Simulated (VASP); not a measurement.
Write the native input for VASP 6.6.1 that does the following.

* Task: single point
* Functional: PBEsol
* Potentials or basis: VASP PAW PBE potentials, release 64 (Sb)
* Cutoff: 520 eV
* k mesh: 8 × 8 × 8
* Occupations: fermi-dirac, width 0.05 eV
* Spin: no spin polarisation
* Dipole correction: no
* Further INCAR settings: ALGO = Normal; EDIFF = 1e-06; NBANDS = 8

The structure of Sb lies in POSCAR:

```
Sb
1.0
    3.1830660000     -0.0091570000     -0.0792670000
   -0.0091570000      3.1372080000     -0.0565340000
   -0.0792670000     -0.0565340000      3.1629200000
Sb
1
Direct
    0.0035030000      0.0030650000     -0.0217410000
```

This cell differs from its parent crystal: the cell strained at random.

These files were run (other wordings do the same):

INCAR

```
PREC     = Accurate       # precision mode
ENCUT    = 520            # plane-wave cutoff, eV
EDIFF    = 1E-6           # SCF threshold, eV
ISMEAR   = -1             # smearing method
SIGMA    = 0.05           # smearing width, eV
LREAL    = False          # projectors in reciprocal space
LASPH    = True           # aspherical terms in the spheres
NELM     = 80             # most SCF steps
ALGO     = Normal         # electronic algorithm
ISIF     = 2              # what is computed and relaxed
LWAVE    = False          # write WAVECAR
LCHARG   = False          # write CHGCAR
GGA      = PS             # functional
NBANDS   = 8              # bands
```

KPOINTS

```
regular mesh
0
Gamma
  8 8 8
```

Potentials or basis: VASP PAW PBE potentials, release 64 (Sb).

The run is started by

```console
$ cat potpaw_PBE.64/Sb/POTCAR > POTCAR
$ mpirun -np 1 vasp_std > vasp.out
```

It gave:

| Item | Value |
| --- | --- |
| Pressure | -4.7 GPa |

Caveat: the cell differs from its parent crystal (the cell strained at random); the PAW data sets were made with another functional, which shifts forces and pressure a little.

Run time: 9.6 s on 1 thread of Intel(R) Xeon(R) 6975P-C (Granite Rapids), on a shared host, peak memory 0.18 GiB.
